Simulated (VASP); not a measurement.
## CoSi2 (AlB2 type): relaxation of cell and atoms with PBE

The system is CoSi2 (AlB2 type).

```xyz
3
Lattice="4.1619 0.0000 0.0000 -2.0810 3.6043 0.0000 0.0000 0.0000 2.5040" Properties=species:S:1:pos:R:3 pbc="T T T"
Co    0.0000    0.0000    0.0000
Si    0.0000    2.4029    1.2520
Si    2.0810    1.2014    1.2520
```

```yaml
Program: VASP 6.6.1
Task: relaxation of cell and atoms
Functional: PBE
Potentials_or_basis: VASP PAW PBE potentials, release 64 (Co, Si)
Cutoff: 600 eV
k_mesh: 9 × 9 × 7
Occupations: fermi-dirac, width 0.1 eV
Spin: no spin polarisation
Target_pressure: 0.083 GPa
Dipole_correction: no
Further_INCAR_settings: ALGO = Normal; EDIFF = 1e-06; IBRION = 2; EDIFFG = -0.005; NSW = 32; ISIF = 3
```

```yaml
Relaxed_volume: 12.51 Å³/atom
Relaxed_cell: a = 4.160 Å, b = 4.160 Å, c = 2.504 Å, α = 90.00°, β = 90.00°, γ = 120.00°
Space_group_after_relaxing_to_0.1_Å: P6/mmm (No. 191)
Energy_change_on_relaxing_the_run_minimises_the_enthalpy: +0.0 meV/atom
Ionic_steps: 2
Pressure_after_relaxing: 0.1 GPa
Band_gap_on_the_k_mesh: zero (an odd number of electrons rules out a gap without spin polarisation)
```

Final structure:
```cif
data_structure
_symmetry_space_group_name_H-M 'P 1'
_symmetry_Int_Tables_number 1
_cell_length_a 4.1602
_cell_length_b 4.1602
_cell_length_c 2.5035
_cell_angle_alpha 90.000
_cell_angle_beta 90.000
_cell_angle_gamma 120.000
_cell_volume 37.52
loop_
_atom_site_label
_atom_site_type_symbol
_atom_site_fract_x
_atom_site_fract_y
_atom_site_fract_z
_atom_site_occupancy
Co1 Co 0.00000 0.00000 0.00000 1
Si1 Si 0.33333 0.66667 0.50000 1
Si2 Si 0.66667 0.33333 0.50000 1
```

Levels at points of the mesh, in eV from the Fermi level:
```csv
k point,band 4,band 5,band 6,band 7,band 8,band 9,band 10,band 11,band 12
"(0.00, 0.00, 0.00)",-4.39,-3.02,-1.66,-1.66,-0.51,-0.51,0.42,0.42,3.49
```

Run time: 34 s on 1 thread of Intel(R) Xeon(R) Platinum 8259CL CPU @ 2.50GHz (Skylake/Cascade Lake), with other jobs on the host, peak memory 0.18 GiB.

Caveat: the cell is relaxed towards a set pressure, so the run minimises the enthalpy, not the energy; an odd number of electrons without spin polarisation forces a metal; a magnetic or distorted state may lie lower. Spin polarisation is off, so any magnetic state and its effect on volume and gap are missing.
